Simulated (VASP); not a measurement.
# Cd (Pm-3m) in VASP: further runs, part 3 of 3

VASP 6.6.1. The steps go on from the part before.

**4. Relaxation of cell and atoms, LDA, target pressure 20 GPa, at which the enthalpy is minimised**

File INCAR:

```
SYSTEM = Cd
PREC     = Accurate       ! precision mode
ENCUT    = 600            ! plane-wave cutoff, eV
EDIFF    = 1E-7           ! SCF threshold, eV
ISMEAR   = -1             ! smearing method
SIGMA    = 0.05           ! smearing width, eV
LREAL    = .FALSE.        ! projectors in reciprocal space
LASPH    = .TRUE.         ! aspherical terms in the spheres
NELM     = 100            ! most SCF steps
ALGO     = Normal         ! electronic algorithm
ISIF     = 3              ! what is computed and relaxed
LWAVE    = .FALSE.        ! write WAVECAR
LCHARG   = .FALSE.        ! write CHGCAR
GGA      = CA             ! functional
IBRION   = 2              ! ionic algorithm
NSW      = 80             ! ionic steps
EDIFFG   = -0.01          ! ionic threshold
PSTRESS  = 200.0
```

File KPOINTS:

```
regular mesh
0
G
  8 8 8
  0 0 0
```

File POSCAR:

```
Cd
1.0
    2.8700000000      0.0000000000      0.0000000000
    0.0000000000      2.8700000000      0.0000000000
    0.0000000000      0.0000000000      2.8700000000
Cd
1
Direct
    0.0000000000      0.0000000000      0.0000000000
```

Potentials or basis: VASP PAW LDA potentials, release 64 (Cd).

On the command line:

```bash
> cat potpaw_LDA.64/Cd/POTCAR > POTCAR
> mpirun -np 1 vasp_std > vasp.out
```

OUTCAR:

```text
SYSTEM = Cd
   PREC = Accurate
   ENCUT = 600
   EDIFF = 1E-7
   ISMEAR = -1
   LREAL = .FALSE.
   LASPH = .TRUE.
   NELM = 100
   ISIF = 3
   GGA = CA
   IBRION = 2
   NSW = 80
   EDIFFG = -0.01
   PSTRESS = 200.0

 ion  position               nearest neighbor table
   1  0.000  0.000  0.000-

  LATTYP: Found a simple cubic cell.
 ALAT       =     2.8700000000

  Lattice vectors:

 A1 = (   2.8700000000,   0.0000000000,   0.0000000000)
 A2 = (   0.0000000000,   2.8700000000,   0.0000000000)
 A3 = (   0.0000000000,   0.0000000000,   2.8700000000)

Analysis of symmetry for initial positions (statically):
=====================================================================
 Subroutine PRICEL returns:
 Original cell was already a primitive cell.

 Routine SETGRP: Setting up the symmetry group for a
 simple cubic supercell.

 Subroutine GETGRP returns: Found 48 space group operations
 (whereof 48 operations were pure point group operations)
 out of a pool of 48 trial point group operations.

The static configuration has the point symmetry O_h .

Analysis of symmetry for dynamics (positions and initial velocities):
=====================================================================
 Subroutine PRICEL returns:
 Original cell was already a primitive cell.

 Routine SETGRP: Setting up the symmetry group for a
 simple cubic supercell.

 Subroutine GETGRP returns: Found 48 space group operations
 (whereof 48 operations were pure point group operations)
 out of a pool of 48 trial point group operations.

The dynamic configuration has the point symmetry O_h .

 Subroutine INISYM returns: Found 48 space group operations
 (whereof 48 operations are pure point group operations),
 and found     1 'primitive' translations

----------------------------------------------------------------------------------------

                                     Primitive cell

  volume of cell :      23.6399

  direct lattice vectors                    reciprocal lattice vectors
     2.870000000  0.000000000  0.000000000     0.348432056  0.000000000  0.000000000
     0.000000000  2.870000000  0.000000000     0.000000000  0.348432056  0.000000000
     0.000000000  0.000000000  2.870000000     0.000000000  0.000000000  0.348432056

  length of vectors
     2.870000000  2.870000000  2.870000000     0.348432056  0.348432056  0.348432056

  position of ions in fractional coordinates (direct lattice)
     0.000000000  0.000000000  0.000000000

  ion indices of the primitive-cell ions
   primitive index   ion index
                 1           1

----------------------------------------------------------------------------------------

 KPOINTS: regular mesh

Automatic generation of k-mesh.
 Grid dimensions read from file:
 generate k-points for:    8    8    8

 Generating k-lattice:

  Cartesian coordinates                     Fractional coordinates (reciprocal lattice)
     0.043554007  0.000000000  0.000000000     0.125000000  0.000000000  0.000000000
     0.000000000  0.043554007  0.000000000     0.000000000  0.125000000  0.000000000
     0.000000000  0.000000000  0.043554007     0.000000000  0.000000000  0.125000000

  Length of vectors
     0.043554007  0.043554007  0.043554007

  Shift w.r.t. Gamma in fractional coordinates (k-lattice)
     0.000000000  0.000000000  0.000000000

 Subroutine IBZKPT returns following result:
 ===========================================

 Found     35 irreducible k-points:

 Following reciprocal coordinates:
            Coordinates               Weight
  0.000000  0.000000  0.000000      1.000000
  0.125000  0.000000  0.000000      6.000000
  0.250000  0.000000  0.000000      6.000000
  0.375000  0.000000  0.000000      6.000000
  0.500000  0.000000  0.000000      3.000000
  0.125000  0.125000  0.000000     12.000000
[... 16 lines left out ...]
  0.375000  0.375000  0.125000     24.000000
  0.500000  0.375000  0.125000     24.000000
 [... further k-points ...]
   k-points           NKPTS =     35   k-points in BZ     NKDIM =     35   number of bands    NBANDS=     10
   number of dos      NEDOS =    301   number of ions     NIONS =      1
   total plane-waves  NPLWV =  13824
   dimension x,y,z NGX =    24 NGY =   24 NGZ =   24
   dimension x,y,z NGXF=    48 NGYF=   48 NGZF=   48
   ions per type =               1
   NGX,Y,Z   is equivalent  to a cutoff of  13.90, 13.90, 13.90 a.u.
   NGXF,Y,Z  is equivalent  to a cutoff of  27.80, 27.80, 27.80 a.u.
 SYSTEM =  Cd
   PREC   = accura    normal or accurate (medium, high low for compatibility)
   ISTART =      0    job   : 0-new  1-cont  2-samecut
   ICHARG =      2    charge: 1-file 2-atom 10-const
   ISPIN  =      1    spin polarized calculation?
   LNONCOLLINEAR =      F non collinear calculations
   LSORBIT =      F    spin-orbit coupling
   LASPH  =      T    aspherical Exc in radial PAW
   ENCUT  =  600.0 eV  44.10 Ry    6.64 a.u.   5.73  5.73  5.73*2*pi/ulx,y,z
   NELM   =    100;   NELMIN=  2; NELMDL= -5     # of ELM steps
   EDIFF  = 0.1E-06   stopping-criterion for ELM
   LREAL  =      F    real-space projection
   EDIFFG = -.1E-01   stopping-criterion for IOM
   NSW    =     80    number of steps for IOM
   IBRION =      2    ionic relax: 0-MD 1-quasi-New 2-CG
   NFREE  =      1    steps in history (QN), initial steepest desc. (CG)
   ISIF   =      3    stress and relaxation
   ISYM   =      2    0-nonsym 1-usesym 2-fastsym
   POTIM  = 0.5000    time-step for ionic-motion
   TEBEG  =    0.0;   TEEND  =   0.0 temperature during run
   PSTRESS=  200.0 pullay stress
   NELECT =      12.0000    total number of electrons
   NUPDOWN=      -1.0000    fix difference up-down
   EMIN   =  10.00;   EMAX   =-10.00  energy-range for DOS
   EFERMI =   0.00;   METHOD = LEGACY
   ISMEAR =    -1;   SIGMA  =   0.05  broadening in eV -4-tet -1-fermi 0-gaus
   EFERMI_NEDOS =   21; number of points for ismear=-14 and -15
   IALGO  =     38    algorithm
   IMIX   =      4    mixing-type and parameters
     AMIX     =   0.40;   BMIX     =  1.00
     AMIX_MAG =   1.60;   BMIX_MAG =  1.00
  volume/ion in A,a.u.               =      23.64       159.53
  Fermi-wavevector in a.u.,A,eV,Ry     =   1.305930  2.467851 23.204112  1.705454
  Thomas-Fermi vector in A             =   2.436766
   LORBIT       =      0    0 simple, 1 ext, 2 COOP (PROOUT), +10 PAW based schemes
   GGA     = CA    functional components
   LHFCALC =     F    Hartree Fock is set to
   AEXX    =    0.0000 exact exchange contribution
   IVDW    =     0    specifies the selected vdW correction
   LEPSILON=     F    determine dielectric tensor
   LRPA    =     F    only Hartree local field effects (RPA)
 conjugate gradient relaxation of ions
 non-spin polarized calculation
  energy-cutoff  :      600.00
  volume of cell :       23.64
 maximum number of plane-waves:       840
 NGX is ok and might be reduce to    24
   NGX = 11   NGY = 11   NGZ = 11

--------------------------------------- Ionic step        1  -------------------------------------------

 number of electron      11.9999997 magnetization

 Free energy of the ion-electron system (eV)
  ---------------------------------------------------
  ext. energy  EPLUGINS =         0.00000000
  ---------------------------------------------------
  free energy    TOTEN  =        -1.35415154 eV

  energy without entropy =       -1.35224976  energy(sigma->0) =       -1.35320065

------------------------ aborting loop because EDIFF is reached ----------------------------------------

  FORCE on cell =-STRESS in cart. coord.  units (eV):
  Direction    XX          YY          ZZ          XY          YZ          ZX
  --------------------------------------------------------------------------------------
  -------------------------------------------------------------------------------------
  Total       -0.0461830     -0.0461830     -0.0461830     -0.0000000     -0.0000000      0.0000000
  in kB       -3.1300170     -3.1300170     -3.1300170     -0.0000000     -0.0000000      0.0000000
  external PRESSURE =    -203.1300170 kB  Pullay stress =     200.0000000 kB
[... 209 lines left out ...]
--------------------------------------- Ionic step        7  -------------------------------------------

 number of electron      12.0000008 magnetization

 Free energy of the ion-electron system (eV)
  ---------------------------------------------------
  ext. energy  EPLUGINS =         0.00000000
  ---------------------------------------------------
  free energy    TOTEN  =        -1.12690398 eV

  energy without entropy =       -1.12222045  energy(sigma->0) =       -1.12456221

 E-fermi :   3.6805     XC(G=0): -11.9836

 val. band max:        3.6354180258   @ k =   0.5000   0.3750   0.0000
 cond. band min:       3.8138169918   @ k =   0.5000   0.2500   0.2500
 fundamental gap:      0.1783989660
 Fermi energy:         3.6804522276

 k-point     1 :       0.0000    0.0000    0.0000
  band No.  band energies     occupation
      1      -7.3459      2.00000
      2      -7.3459      2.00000
      3      -6.2459      2.00000
      4      -4.6971      2.00000
      5      -4.6971      2.00000
      6      -4.6971      2.00000
      7      15.5083      0.00000
      8      15.5083      0.00000
      9      15.5083      0.00000
     10      20.1358      0.00000
[... 287 lines left out ...]
 k-point    24 :       0.5000    0.3750    0.1250
  band No.  band energies     occupation
      1      -6.8670      2.00000
      2      -6.2894      2.00000
      3      -5.6365      2.00000
      4      -5.4965      2.00000
      5      -4.3865      2.00000
      6       3.6289      1.47396
      7       4.1417      0.00020
      8      10.0551      0.00000
      9      11.8276      0.00000
     10      20.5900      0.00000

 [... further k-points ...]
[... 5 lines left out ...]
  --------------------------------------------------------------------------------------
  -------------------------------------------------------------------------------------
  Total        2.3699825      2.3699825      2.3699825      0.0000000      0.0000000      0.0000000
  in kB      200.0422410    200.0422410    200.0422410      0.0000000      0.0000000      0.0000000
  external PRESSURE =       0.0422410 kB  Pullay stress =     200.0000000 kB
[... 20 lines left out ...]
  energy  without entropy=       -1.1222204468  energy(sigma->0) =       -1.12456221

  enthalpy is  TOTEN    =         1.2425780335 eV   P V=        2.3694820097

 reached required accuracy - stopping structural energy minimisation
```

Run time: 47 s. Hardware: 1 thread of Intel Xeon 6975P-C, shared host; peak memory 0.14 GiB.

What came out:

```yaml
Free_energy: -1.1269 eV
Relaxed_volume: 18.98 Å³/atom
Relaxed_cell: a = 2.668 Å, b = 2.668 Å, c = 2.668 Å, α = 90.00°, β = 90.00°, γ = 90.00°
Space_group_after_relaxing_to_0.05_Å: Pm-3m (No. 221)
Energy_change_on_relaxing_the_enthalpy_is_what_falls: +227.2 meV/atom
Ionic_steps: 7
Pressure_after_relaxing: 20.0 GPa
Band_gap_on_the_k_mesh: zero (band 6 reaches 9.21 eV, above the bottom of band 7 at 1.24 eV)
```

Step by step:
| step | energy change (eV) | largest force (eV/Å) | pressure (GPa) | volume (Å³) |
| --- | --- | --- | --- | --- |
| 1 | 0.0000 | 0.0000 | -0.31 | 23.64 |
| 2 | 1.4181 | 0.0000 | 84.98 | 14.80 |
| 3 | 0.1997 | 0.0000 | 18.31 | 19.21 |
| 4 | 0.2182 | 0.0000 | 19.44 | 19.06 |
| 5 | 0.2287 | 0.0000 | 20.08 | 18.97 |
| 6 | 0.2256 | 0.0000 | 19.88 | 19.00 |
| 7 | 0.2272 | 0.0000 | 20.00 | 18.98 |

Final structure:
```yaml
crystal:
  lattice:
    - [2.66754, 0.00000, 0.00000]
    - [0.00000, 2.66754, 0.00000]
    - [0.00000, 0.00000, 2.66754]
  atoms:
    - { symbol: Cd, position: [0.00000, 0.00000, 0.00000] }
```

Levels at points of the mesh, in eV from the Fermi level:
```csv
k point,band 2,band 3,band 4,band 5,band 6,band 7,band 8,band 9,band 10
"(0.00, 0.00, 0.00)",-11.03,-9.93,-8.38,-8.38,-8.38,11.83,11.83,11.83,16.46
"(0.50, 0.00, 0.00)",-10.07,-9.20,-9.20,-8.30,-3.55,-2.44,16.09,17.22,17.22
"(0.50, 0.50, 0.00)",-10.25,-9.06,-9.06,-7.69,0.87,0.87,3.83,6.62,20.83
"(0.50, 0.50, 0.50)",-10.40,-10.40,-7.64,-7.64,5.53,5.53,5.53,8.61,11.40
```

Caveat: the cell is relaxed towards a set pressure, so the enthalpy falls and the energy may rise; the volume moved by over 15 % at a fixed basis, so the end points are rough.

**5. Summary**

| cell | gap on the mesh (eV) | pressure (GPa) |
| --- | --- | --- |
| relaxed to 5 GPa | none | 5.0 |
| relaxed to 10 GPa | none | 10.0 |
| relaxed to 20 GPa | none | 20.0 |

Alike in all rows: task relaxation of cell and atoms; level LDA; potentials or basis VASP PAW LDA potentials, release 64 (Cd); no spin polarisation; k mesh 8 × 8 × 8; cutoff (eV) 600; smearing fermi-dirac 0.05 eV.

Caveats: the cell is relaxed towards a set pressure, so the enthalpy falls and the energy may rise; the volume moved by over 15 % at a fixed basis, so the end points are rough (some runs).

Absolute energies hang on the potentials; compare differences alone.
